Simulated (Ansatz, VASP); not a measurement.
**Two plane-wave programs on Nb**

Contents of INCAR:

```
SYSTEM = Nb
PREC = Accurate
ENCUT = 520
EDIFF = 1E-6
ISMEAR = 1
SIGMA = 0.3
LREAL = .False.
LASPH = .True.
NELM = 60
ALGO = Normal
ISIF = 2
LWAVE = .False.
LCHARG = .False.
NBANDS = 12
```

File KPOINTS:

```
regular mesh
0
Gamma
  14 14 14
  0 0 0
```

POSCAR

```
Nb
1.0
   -1.6231103068      1.6231103068      1.6231103068
    1.6231103068     -1.6231103068      1.6231103068
    1.6231103068      1.6231103068     -1.6231103068
Nb
1
Direct
    0.0000000000      0.0000000000      0.0000000000
```

Input for Ansatz:

```yaml
crystal:
  lattice:
    - [-1.6231103068, 1.6231103068, 1.6231103068]
    - [1.6231103068, -1.6231103068, 1.6231103068]
    - [1.6231103068, 1.6231103068, -1.6231103068]
  atoms:
    - { symbol: Nb, position: [0.0, 0.0, 0.0] }
hamiltonian:
  xc: lda
  pseudopotentials:
    kind: paw
    azcp:
      Nb: "pseudopotentials/Nb.paw.azcp"
basis:
  ecutwfc: 420
  fft_grid_basis: typed
kpoints:
  mp_grid: { grid: [14, 14, 14], shift: [0, 0, 0] }
magnetization:
  spin_polarized: false
scf:
  occupations: { method: cold, width: 0.3 }
  lower_state_search: "off"
output:
  stress: true
  write_density: true
  write_potential: true
  elf: true
  volumetric_format: npy
```

Alike in both runs: task single point; functional LDA; k mesh 14 × 14 × 14; no spin polarisation.

```csv
,VASP,Ansatz
version,VASP 6.6.1,Ansatz 0.2.0
potentials or method,"VASP PAW LDA potentials, release 64 (Nb_sv), cutoff 520 eV","plane waves (420 eV) with PAW, scalar-relativistic"
occupations,"methfessel-paxton of order 1, width 0.3 eV","cold, width 0.3 eV"
valence electrons in the cell,13,13
```

```csv
,VASP,Ansatz,Ansatz less VASP
pressure (GPa),0.1,0.1,+0.03
```

Ansatz warns that its potentials were made for another functional, while VASP's fit it. LDA's correlation is that of Perdew and Zunger in VASP and of Perdew and Wang (1992) in Ansatz.
